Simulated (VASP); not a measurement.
# Li (P6_3/mmc) in VASP: a series of runs

Li is run at these levels: PBE+D3(BJ); tasks: single point, relaxation of cell and atoms.

Program: VASP 6.6.1. These are calculated values, not measurements. Logs are shortened: lines on timing, memory, paths and dates and some standing lists are left out, and cuts for length are marked.

### Step 1. The cell of the first run

The structure is hexagonal, space group P6_3/mmc (No. 194). Conventional cell: a = 2.950 Å, b = 2.950 Å, c = 9.688 Å, α = 90.00°, β = 90.00°, γ = 120.00°. Li (site symmetry -3m) has 12 Li at 2.95 to 2.96 Å within 3.9 Å. Within 3.9 Å of Li (site symmetry -6m2) lie 12 Li at 2.95 to 2.96 Å.

### Step 2. Single point, PBE+D3(BJ)

Contents of INCAR:

```
SYSTEM = Li
  PREC = Accurate
  ENCUT = 520
  EDIFF = 1E-7
  ISMEAR = 0
  SIGMA = 0.1
  LREAL = .False.
  LASPH = .True.
  NELM = 100
  ALGO = Normal
  ISIF = 2
  LWAVE = .False.
  LCHARG = .False.
  GGA = PE
  IVDW = 12
  NBANDS = 14
```

Contents of KPOINTS:

```
regular mesh
0
Gamma
  15 15 4
  0 0 0
```

Contents of POSCAR:

```
Li
1.0
    2.9500393383      0.0000000000      0.0000000000
   -1.4750196692      2.5548090092      0.0000000000
    0.0000000000      0.0000000000      9.6878098281
Li
4
Direct
    0.0000000000      0.0000000000      0.0000000000
    0.3333333333      0.6666666667      0.2500000000
    0.0000000000      0.0000000000      0.5000000000
    0.6666666667      0.3333333333      0.7500000000
```

Potentials or basis: VASP PAW PBE potentials, release 64 (Li_sv).

Launch:

```
$ cat potpaw_PBE.64/Li_sv/POTCAR > POTCAR
$ mpirun -np 1 vasp_std > vasp.out
```

OUTCAR:

```text
SYSTEM = Li
   PREC = Accurate
   ENCUT = 520
   EDIFF = 1E-7
   ISMEAR = 0
   LREAL = .False.
   LASPH = .True.
   NELM = 100
   ISIF = 2
   GGA = PE
   IVDW = 12
 IVDW          = 12

 ion  position               nearest neighbor table
   1  0.000  0.000  0.000-
   2  0.333  0.667  0.250-
   3  0.000  0.000  0.500-
   4  0.667  0.333  0.750-

  LATTYP: Found a hexagonal cell.
 ALAT       =     2.9500393383
 C/A-ratio  =     3.2839595399

  Lattice vectors:

 A1 = (   2.9500393383,   0.0000000000,   0.0000000000)
 A2 = (  -1.4750196692,   2.5548090092,   0.0000000000)
 A3 = (   0.0000000000,   0.0000000000,   9.6878098281)

Analysis of symmetry for initial positions (statically):
=====================================================================
 Subroutine PRICEL returns:
 Original cell was already a primitive cell.

 Routine SETGRP: Setting up the symmetry group for a
 hexagonal supercell.

 Subroutine GETGRP returns: Found 24 space group operations
 (whereof 12 operations were pure point group operations)
 out of a pool of 24 trial point group operations.

The static configuration has the point symmetry D_3d.
 The point group associated with its full space group is D_6h.

Analysis of symmetry for dynamics (positions and initial velocities):
=====================================================================
 Subroutine PRICEL returns:
 Original cell was already a primitive cell.

 Routine SETGRP: Setting up the symmetry group for a
 hexagonal supercell.

 Subroutine GETGRP returns: Found 24 space group operations
 (whereof 12 operations were pure point group operations)
 out of a pool of 24 trial point group operations.

The dynamic configuration has the point symmetry D_3d.
 The point group associated with its full space group is D_6h.

 Subroutine INISYM returns: Found 24 space group operations
 (whereof 12 operations are pure point group operations),
 and found     1 'primitive' translations

----------------------------------------------------------------------------------------

                                     Primitive cell

  volume of cell :      73.0150

  direct lattice vectors                    reciprocal lattice vectors
     2.950039338  0.000000000  0.000000000     0.338978531  0.195709346  0.000000000
    -1.475019669  2.554809009  0.000000000     0.000000000  0.391418692  0.000000000
     0.000000000  0.000000000  9.687809828     0.000000000  0.000000000  0.103222505

  length of vectors
     2.950039338  2.950039338  9.687809828     0.391418692  0.391418692  0.103222505

  position of ions in fractional coordinates (direct lattice)
[... 100 lines left out ...]
   IALGO  =     38    algorithm
   IMIX   =      4    mixing-type and parameters
     AMIX     =   0.40;   BMIX     =  1.00
     AMIX_MAG =   1.60;   BMIX_MAG =  1.00
  volume/ion in A,a.u.               =      18.25       123.18
  Fermi-wavevector in a.u.,A,eV,Ry     =   0.896736  1.694585 10.940928  0.804136
  Thomas-Fermi vector in A             =   2.019232
   LORBIT       =      0    0 simple, 1 ext, 2 COOP (PROOUT), +10 PAW based schemes
   GGA     = PE    functional components
   LHFCALC =     F    Hartree Fock is set to
   AEXX    =    0.0000 exact exchange contribution
   IVDW    =    12    specifies the selected vdW correction
   LEPSILON=     F    determine dielectric tensor
   LRPA    =     F    only Hartree local field effects (RPA)
 non-spin polarized calculation
 Gauss-broadening in eV      SIGMA  =   0.10
  energy-cutoff  :      520.00
  volume of cell :       73.01
 maximum number of plane-waves:      2016
 NGX is ok and might be reduce to    24
   NGX = 11   NGY = 11   NGZ = 37

 number of electron      12.0000015 magnetization

 Free energy of the ion-electron system (eV)
  ---------------------------------------------------
  ext. energy  EPLUGINS =         0.00000000
  ---------------------------------------------------
  free energy    TOTEN  =        -7.58671809 eV

  energy without entropy =       -7.57641944  energy(sigma->0) =       -7.58156876

 E-fermi :   0.9337     XC(G=0):  -7.3043

 val. band max:        0.9322669769   @ k =   0.4000   0.0000   0.0000
 cond. band min:       0.9360152191   @ k =   0.0667   0.0000   0.0000
 fundamental gap:      0.0037482423
 Fermi energy:         0.9336757854

 k-point     1 :       0.0000    0.0000    0.0000
  band No.  band energies     occupation
      1     -45.4247      2.00000
      2     -45.4115      2.00000
      3     -45.4107      2.00000
      4     -45.3977      2.00000
      5      -2.7608      2.00000
      6      -1.6172      2.00000
      7      -1.6163      2.00000
      8       0.8355      1.83502
      9       4.1729      0.00000
     10       9.4258      0.00000
     11       9.4307      0.00000
     12      14.4758      0.00000
     13      14.4759      0.00000
     14      15.0885      0.00000
[... 377 lines left out ...]
      1     -45.3940      2.00000
      2     -45.3917      2.00000
      3     -45.3910      2.00000
      4     -45.3886      2.00000
      5       1.5100      0.00000
      6       2.0524      0.00000
      7       2.3120      0.00000
      8       2.8119      0.00000
      9       4.5122      0.00000
     10       4.6431      0.00000
     11       5.7805      0.00000
     12       6.6520      0.00000
     13       6.8557      0.00000
     14       7.5657      0.00000

 [... further k-points ...]

------------------------ aborting loop because EDIFF is reached ----------------------------------------

 Edisp (eV)   -0.75117

 E8    (eV) :    -0.3123

  FORCE on cell =-STRESS in cart. coord.  units (eV):
  Direction    XX          YY          ZZ          XY          YZ          ZX
  --------------------------------------------------------------------------------------
  -------------------------------------------------------------------------------------
  Total      -0.03695    -0.03695    -0.03129     0.00000     0.00000    -0.00000
  in kB      -0.81078    -0.81078    -0.68664     0.00000     0.00000    -0.00000
  external pressure =       -0.77 kB  Pullay stress =        0.00 kB

 VOLUME and BASIS-vectors are now :
 -----------------------------------------------------------------------------
  energy-cutoff  :      520.00
  volume of cell :       73.01
      direct lattice vectors                 reciprocal lattice vectors
     2.950039338  0.000000000  0.000000000     0.338978531  0.195709346  0.000000000
    -1.475019669  2.554809009  0.000000000     0.000000000  0.391418692  0.000000000
     0.000000000  0.000000000  9.687809828     0.000000000  0.000000000  0.103222505

 POSITION                                       TOTAL-FORCE (eV/Angst)
 -----------------------------------------------------------------------------------
      0.00000      0.00000      0.00000         0.000000      0.000000      0.000000
     -0.00000      1.70321      2.42195        -0.000000      0.000000     -0.000000
      0.00000      0.00000      4.84390         0.000000      0.000000      0.000000
      1.47502      0.85160      7.26586        -0.000000      0.000000      0.000000
 -----------------------------------------------------------------------------------
    total drift:                               -0.000000      0.000000      0.000000

  FREE ENERGIE OF THE ION-ELECTRON SYSTEM (eV)
  ---------------------------------------------------
  free  energy   TOTEN  =        -8.3378839346 eV

  energy  without entropy=       -8.3275852815  energy(sigma->0) =       -8.33273461
```

OSZICAR:

```text
N       E                     dE             d eps       ncg     rms          rms(c)
DAV:   1     0.434335076809E+02    0.43434E+02   -0.50349E+03  2268   0.826E+02
DAV:   2     0.282049965954E+01   -0.40613E+02   -0.39094E+02  2754   0.190E+02
DAV:   3    -0.736864076796E+01   -0.10189E+02   -0.10075E+02  4374   0.468E+01
DAV:   4    -0.758304005273E+01   -0.21440E+00   -0.21427E+00  2982   0.121E+01
DAV:   5    -0.759164517177E+01   -0.86051E-02   -0.86047E-02  3622   0.180E+00    0.376E-01
DAV:   6    -0.758792283748E+01    0.37223E-02   -0.24485E-03  4126   0.287E-01    0.230E-01
DAV:   7    -0.758674007835E+01    0.11828E-02   -0.35983E-03  4458   0.264E-01    0.653E-02
DAV:   8    -0.758674374517E+01   -0.36668E-05   -0.82234E-05  3098   0.709E-02    0.374E-03
DAV:   9    -0.758672634295E+01    0.17402E-04   -0.52438E-06  3830   0.193E-02    0.113E-03
DAV:  10    -0.758671916930E+01    0.71737E-05   -0.11586E-07  2742   0.351E-03    0.693E-04
DAV:  11    -0.758671809027E+01    0.10790E-05   -0.29395E-08  2310   0.156E-03    0.137E-04
DAV:  12    -0.758671808844E+01    0.18327E-08   -0.73172E-09  1950   0.795E-04
   1 F= -.83378839E+01 E0= -.83327346E+01  d E =-.102987E-01
```

Wall time 22 s (1 thread of Intel Xeon 6975P-C (Granite Rapids), shared host); peak memory 0.22 GiB.

What came out:

| Quantity | Value |
| --- | --- |
| Free energy | -8.3379 eV |
| Band gap on the k mesh | zero (band 6 reaches 2.59 eV, above the bottom of band 7 at -1.62 eV) |
| Dispersion energy per atom | -0.188 eV |

Caveat: the cutoff is under 1.25 times the usual one of these potentials, so pressure, stress and relaxed cells hold a basis-set (Pulay) error; pairwise dispersion overbinds metals, which lowers pressure and volume.

### Step 3. Single point, PBE+D3(BJ)

Contents of INCAR:

```
SYSTEM = Li
PREC     = Accurate       ! precision mode
ENCUT    = 520            ! plane-wave cutoff, eV
EDIFF    = 1E-6           ! SCF threshold, eV
ISMEAR   = 0              ! smearing method
SIGMA    = 0.1            ! smearing width, eV
LREAL    = .FALSE.        ! projectors in reciprocal space
LASPH    = .TRUE.         ! aspherical terms in the spheres
NELM     = 60             ! most SCF steps
ALGO     = Fast           ! electronic algorithm
ISIF     = 2              ! what is computed and relaxed
LWAVE    = .FALSE.        ! write WAVECAR
LCHARG   = .FALSE.        ! write CHGCAR
GGA      = PE             ! functional
IVDW     = 12             ! dispersion correction
NBANDS   = 14             ! bands
```

Contents of KPOINTS:

```
Automatic mesh
0
G
  18 18 6
  0 0 0
```

POSCAR is that of step 2.

Potentials or basis: VASP PAW PBE potentials, release 64 (Li_sv).

Launch:

```
$ cat potpaw_PBE.64/Li_sv/POTCAR > POTCAR
$ mpirun -np 1 vasp_std > vasp.out
```

OUTCAR:

```text
SYSTEM = Li
   PREC = Accurate
   ENCUT = 520
   EDIFF = 1E-6
   ISMEAR = 0
   LREAL = .FALSE.
   LASPH = .TRUE.
   NELM = 60
   ISIF = 2
   GGA = PE
   IVDW = 12
 IVDW          = 12

 ion  position               nearest neighbor table
   1  0.000  0.000  0.000-
   2  0.333  0.667  0.250-
   3  0.000  0.000  0.500-
   4  0.667  0.333  0.750-

  LATTYP: Found a hexagonal cell.
 ALAT       =     2.9500393383
 C/A-ratio  =     3.2839595399

  Lattice vectors:

[... 605 lines left out ...]
 Edisp (eV)   -0.75117

 E8    (eV) :    -0.3123

  FORCE on cell =-STRESS in cart. coord.  units (eV):
  Direction    XX          YY          ZZ          XY          YZ          ZX
  --------------------------------------------------------------------------------------
  -------------------------------------------------------------------------------------
  Total      -0.03096    -0.03096    -0.03974     0.00000    -0.00000     0.00000
  in kB      -0.67940    -0.67940    -0.87208     0.00000    -0.00000     0.00000
  external pressure =       -0.74 kB  Pullay stress =        0.00 kB

 VOLUME and BASIS-vectors are now :
 -----------------------------------------------------------------------------
  energy-cutoff  :      520.00
  volume of cell :       73.01
      direct lattice vectors                 reciprocal lattice vectors
     2.950039338  0.000000000  0.000000000     0.338978531  0.195709346  0.000000000
    -1.475019669  2.554809009  0.000000000     0.000000000  0.391418692  0.000000000
     0.000000000  0.000000000  9.687809828     0.000000000  0.000000000  0.103222505

 POSITION                                       TOTAL-FORCE (eV/Angst)
 -----------------------------------------------------------------------------------
      0.00000      0.00000      0.00000        -0.000000      0.000000      0.000000
     -0.00000      1.70321      2.42195         0.000000     -0.000000      0.000000
      0.00000      0.00000      4.84390        -0.000000      0.000000      0.000000
      1.47502      0.85160      7.26586         0.000000      0.000000     -0.000000
 -----------------------------------------------------------------------------------
    total drift:                               -0.000000      0.000000      0.000000

  FREE ENERGIE OF THE ION-ELECTRON SYSTEM (eV)
  ---------------------------------------------------
  free  energy   TOTEN  =        -8.3423720813 eV

  energy  without entropy=       -8.3331321435  energy(sigma->0) =       -8.33775211
```

stdout:

```text
POSCAR found type information on POSCAR Li
 POSCAR found :  1 types and       4 ions
 scaLAPACK will be used
 LDA part: xc-table for (Slater+PW92), standard interpolation
 POSCAR, INCAR and KPOINTS ok, starting setup
 FFT: planning ... GRIDC
 FFT: planning ... GRID_SOFT
 FFT: planning ... GRID
 WAVECAR not read
 entering main loop
```

Wall time 65 s (1 thread of Intel Xeon 6975P-C (Granite Rapids), shared host); peak memory 0.27 GiB.

What came out:

```yaml
Free_energy: -8.3424 eV
Band_gap_on_the_k_mesh: zero (band 6 reaches 2.59 eV, above the bottom of band 7 at -1.62 eV)
Dispersion_energy_per_atom: -0.188 eV
```

Caveat: the cutoff is under 1.25 times the usual one of these potentials, so pressure, stress and relaxed cells hold a basis-set (Pulay) error; pairwise dispersion overbinds metals, which lowers pressure and volume.

### Step 4. Relaxation of cell and atoms, PBE+D3(BJ)

This run uses another cell than the first one, of 20.37 Å³/atom, 1.116 times its volume.

Contents of INCAR:

```
SYSTEM = Li
PREC = Accurate
ENCUT = 600
EDIFF = 1E-7
ISMEAR = 0
SIGMA = 0.1
LREAL = .FALSE.
LASPH = .TRUE.
NELM = 80
ALGO = Normal
ISIF = 3
LWAVE = .FALSE.
LCHARG = .FALSE.
GGA = PE
IVDW = 12
IBRION = 2
NSW = 100
EDIFFG = -0.005
```

Contents of KPOINTS:

```
regular mesh
0
G
  15 15 4
  0 0 0
```

Contents of POSCAR:

```
Li
1.0
    3.0343856762      0.0000000000      0.0000000000
   -1.5171928381      2.6278550805      0.0000000000
    0.0000000000      0.0000000000     10.2162076700
Li
4
Direct
    0.0000000000      0.0000000000      0.0000000000
    0.3333333300      0.6666666700      0.2500000000
    0.0000000000      0.0000000000      0.5000000000
    0.6666666700      0.3333333300      0.7500000000
```

Launch:

```
$ cat potpaw_PBE.64/Li_sv/POTCAR > POTCAR
$ mpirun -np 1 vasp_std > vasp.out
```

It took 5.9 min on 1 thread of Oxide Virtual Turin-like, shared host; peak memory 0.21 GiB.

The run converged. Its results:

- Free energy: -8.3483 eV
- Relaxed volume: 18.02 Å³/atom
- Relaxed cell: a = 2.936 Å, b = 2.936 Å, c = 9.658 Å, α = 90.00°, β = 90.00°, γ = 120.00°
- Space group after relaxing (to 0.05 Å): P6_3/mmc (No. 194)
- Energy gained by relaxing: 13.0 meV/atom
- Ionic steps: 7
- Pressure after relaxing: 0.0 GPa
- Band gap on the k mesh: zero (band 6 reaches 2.65 eV, above the bottom of band 7 at -1.59 eV)
- Dispersion energy per atom: -0.190 eV

The path:
```csv
step,energy change (eV),largest force (eV/Å),pressure (GPa),volume (Å³)
1,0.0000,0.0000,-1.53,81.46
2,-0.0205,0.0000,-1.24,79.19
3,-0.0506,0.0000,-0.26,73.32
4,-0.0518,0.0000,0.05,71.82
5,-0.0518,0.0000,0.01,72.01
6,-0.0519,0.0000,0.01,72.04
7,-0.0520,0.0000,0.00,72.09
```

Final structure:
```
CELL_PARAMETERS angstrom
2.93582 0.00000 0.00000
-1.46791 2.54250 0.00000
0.00000 0.00000 9.65763
ATOMIC_POSITIONS crystal
Li 0.00000 0.00000 0.00000
Li 0.33333 0.66667 0.25000
Li 0.00000 0.00000 0.50000
Li 0.66667 0.33333 0.75000
```

Levels at points of the mesh, in eV from the Fermi level:
```csv
k point,band 4,band 5,band 6,band 7,band 8,band 9
"(0.00, 0.00, 0.00)",-46.31,-3.71,-2.57,-2.57,-0.11,3.27
"(0.00, 0.00, 0.50)",-46.31,-3.43,-3.43,-1.20,-1.20,5.07
```

Caveat: the cutoff is under 1.25 times the usual one of these potentials, so pressure, stress and relaxed cells hold a basis-set (Pulay) error; pairwise dispersion overbinds metals, which lowers pressure and volume.

### Step 5. Relaxation of cell and atoms, PBE+D3(BJ)

Contents of INCAR:

```
  ALGO = Fast
  EDIFF = 1E-6
  EDIFFG = -0.005
  ENCUT = 600
  GGA = PE
  IBRION = 2
  ISIF = 3
  ISMEAR = 0
  IVDW = 12
  LASPH = True
  LCHARG = False
  LREAL = False
  LWAVE = False
  NELM = 80
  NSW = 100
  PREC = Accurate
  SIGMA = 0.1
```

Contents of KPOINTS:

```
k-points
0
Gamma
  18 18 6
```

Contents of POSCAR:

```
Li
1.0
    2.9500393383      0.0000000000      0.0000000000
   -1.4750196692      2.5548090092      0.0000000000
    0.0000000000      0.0000000000      9.6878098281
Li
4
Direct
    0.0000000000      0.0000000000      0.0000000000
    0.3333333333      0.6666666667      0.2500000000
    0.0000000000      0.0000000000      0.5000000000
    0.6666666667      0.3333333333      0.7500000000
```

Launch:

```
$ cat potpaw_PBE.64/Li_sv/POTCAR > POTCAR
$ mpirun -np 1 vasp_std > vasp.out
```

Wall time 4.6 min (1 thread of Oxide Virtual Turin-like, shared host); peak memory 0.24 GiB.

The run converged. Its results:

```
Free energy                            : -8.3418 eV
Relaxed volume                         : 18.11 Å³/atom
Relaxed cell                           : a = 2.943 Å, b = 2.943 Å, c = 9.659 Å, α = 90.00°, β = 90.00°, γ = 120.00°
Space group after relaxing (to 0.05 Å) : P6_3/mmc (No. 194)
Energy gained by relaxing              : 0.1 meV/atom
Ionic steps                            : 3
Pressure after relaxing                : 0.0 GPa
Band gap on the k mesh                 : zero (band 6 reaches 2.62 eV, above the bottom of band 7 at -1.60 eV)
Dispersion energy per atom             : -0.189 eV
```

Step by step:
```tsv
step	energy change (eV)	largest force (eV/Å)	pressure (GPa)	volume (Å³)
1	0.0000	0.0000	-0.12	73.01
2	-0.0001	0.0000	-0.09	72.87
3	-0.0002	0.0000	-0.01	72.44
```

Final structure:
```
Li
1.0
     2.94276    0.00000    0.00000
    -1.47138    2.54851    0.00000
     0.00000    0.00000    9.65942
Li
4
Direct
  0.00000 0.00000 0.00000
  0.33333 0.66667 0.25000
  0.00000 0.00000 0.50000
  0.66667 0.33333 0.75000
```

Levels at points of the mesh, in eV from the Fermi level:
```tsv
k point	band 2	band 3	band 4	band 5	band 6	band 7	band 8	band 9	band 10
(0.00, 0.00, 0.00)	-46.31	-46.31	-46.30	-3.69	-2.54	-2.54	-0.08	3.28	8.56
(0.50, 0.00, 0.00)	-46.30	-46.29	-46.29	-0.07	0.55	0.72	1.39	3.76	3.79
(0.00, 0.00, 0.50)	-46.32	-46.30	-46.30	-3.40	-3.40	-1.18	-1.18	5.09	5.09
(0.50, 0.00, 0.50)	-46.30	-46.29	-46.29	0.13	0.13	1.16	1.16	4.05	4.09
```

Caveat: the cutoff is under 1.25 times the usual one of these potentials, so pressure, stress and relaxed cells hold a basis-set (Pulay) error; pairwise dispersion overbinds metals, which lowers pressure and volume.

### Step 6. Summary

```tsv
task	cell	k mesh	cutoff (eV)	gap on the mesh (eV)	pressure (GPa)	relaxed volume (Å³/atom)
single point	a = 2.950, b = 2.950, c = 9.688 Å, angles 90.0, 90.0, 120.0°, 4 atoms	15 × 15 × 4	520	none	-	-
single point	a = 2.950, b = 2.950, c = 9.688 Å, angles 90.0, 90.0, 120.0°, 4 atoms	18 × 18 × 6	520	none	-	-
relaxation of cell and atoms	relaxed from a = 3.034, b = 3.034, c = 10.216 Å, angles 90.0, 90.0, 120.0°, 4 atoms	15 × 15 × 4	600	none	0.0	18.02
relaxation of cell and atoms	relaxed from a = 2.950, b = 2.950, c = 9.688 Å, angles 90.0, 90.0, 120.0°, 4 atoms	18 × 18 × 6	600	none	0.0	18.11
```

Alike in all rows: level PBE+D3(BJ); potentials or basis VASP PAW PBE potentials, release 64 (Li_sv); no spin polarisation; smearing gaussian 0.1 eV.

Caveats: the cutoff is under 1.25 times the usual one of these potentials, so pressure, stress and relaxed cells hold a basis-set (Pulay) error; pairwise dispersion overbinds metals, which lowers pressure and volume.

Total energies depend on the potentials used, so only differences within one code and one set of settings carry meaning.
